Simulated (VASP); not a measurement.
Write the native input for VASP 6.6.1 that does the following.

```yaml
Task: electric field gradients
Functional: PBE
Potentials_or_basis: VASP PAW PBE potentials, release 64 (Mg)
Cutoff: 520 eV
k_mesh: 16 × 16 × 16
Occupations: fermi-dirac, width 0.03 eV
Spin: no spin polarisation
Dipole_correction: no
Further_INCAR_settings: ALGO = Normal; EDIFF = 1e-08; NBANDS = 7
```

The structure of Mg lies in POSCAR:

```
Mg
1.0
    0.0000000000      2.2517120548      2.2517120548
    2.2517120548      0.0000000000      2.2517120548
    2.2517120548      2.2517120548      0.0000000000
Mg
1
Direct
    0.0000000000      0.0000000000      0.0000000000
```

This cell differs from its parent crystal: volume scaled by 1.01.

The input as run:

INCAR

```
ALGO = Normal
EDIFF = 1E-8
ENCUT = 520
GGA = PE
ISIF = 2
ISMEAR = -1
LASPH = T
LCHARG = F
LEFG = T
LREAL = F
LWAVE = F
NBANDS = 7
NELM = 80
PREC = Accurate
SIGMA = 0.03
```

KPOINTS

```
k-points
0
Gamma
  16 16 16
```

Potentials or basis: VASP PAW PBE potentials, release 64 (Mg).

The run is started by

```sh
$ cat potpaw_PBE.64/Mg/POTCAR > POTCAR
$ mpirun -np 1 vasp_std > vasp.out
```

Results of the run:

| Property | Result |
| --- | --- |
| Pressure | 0.3 GPa |
| Band gap on the k mesh | zero (band 1 reaches 4.10 eV, above the bottom of band 2 at 1.36 eV) |

Caveat: without QUAD_EFG the Cq values of the log hold for a quadrupole moment of 1 mb, not for the nuclei.

It took 26 s on 1 thread of AMD EPYC 7R43 64-Core Processor (Zen 3), with other jobs on the host, peak memory 0.11 GiB.
